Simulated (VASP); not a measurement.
Wanted: the native input for a VASP 6.6.1 run.

| Quantity | Value |
| --- | --- |
| Task | single point |
| Functional | PBE |
| Potentials or basis | VASP PAW PBE potentials, release 64 (Ba_sv, Ti_sv, O) |
| Cutoff | 520 eV |
| k mesh | 6 × 6 × 6 |
| Occupations | gaussian, width 0.05 eV |
| Spin | no spin polarisation |
| Dipole correction | no |
| Further INCAR settings | ALGO = Normal; EDIFF = 1e-07; NBANDS = 28 |

The structure of BaTiO3 lies in POSCAR:

```
BaTiO3
1.0
    2.6942526735      1.5555275063      2.6608362787
   -2.6942526735      1.5555275063      2.6608362787
    0.0000000000     -3.1110550126      2.6608362787
Ba Ti O
1 1 3
Direct
    0.0049545205      0.0049545205      0.0049545205
    0.5191875227      0.5191875227      0.5191875227
    0.4883938465      0.4883938465      0.9777702638
    0.4883938465      0.9777702638      0.4883938465
    0.9777702638      0.4883938465      0.4883938465
```

This cell differs from its parent crystal: ratio of the length along z to the lengths across it x 1.2, volume and fractional coordinates fixed.

The input as run:

INCAR

```
PREC = Accurate ; ENCUT = 520
EDIFF = 1E-7 ; ISMEAR = 0
SIGMA = 0.05 ; LREAL = False
LASPH = True ; NELM = 80
ALGO = Normal ; ISIF = 2
LWAVE = False ; LCHARG = True
GGA = PE ; LELF = True
LVHAR = True ; NBANDS = 28
```

KPOINTS

```
Automatic mesh
0
Gamma
  6 6 6
```

Potentials or basis: VASP PAW PBE potentials, release 64 (Ba_sv, Ti_sv, O).

Launch:

```bash
$ cat potpaw_PBE.64/Ba_sv/POTCAR potpaw_PBE.64/Ti_sv/POTCAR potpaw_PBE.64/O/POTCAR > POTCAR
$ mpirun -np 1 vasp_std > vasp.out
```

It gave:

The pressure is 5.7 GPa. The largest force is 0.839 eV/Å. The band gap on the k mesh is 2.22 eV, indirect (least direct gap 2.50 eV).

Caveat: spin-orbit coupling is left out, which moves the levels of the heavy elements.

Wall time 55 s on 1 thread of Intel Xeon 6975P-C (shared host), peak memory 0.21 GiB.
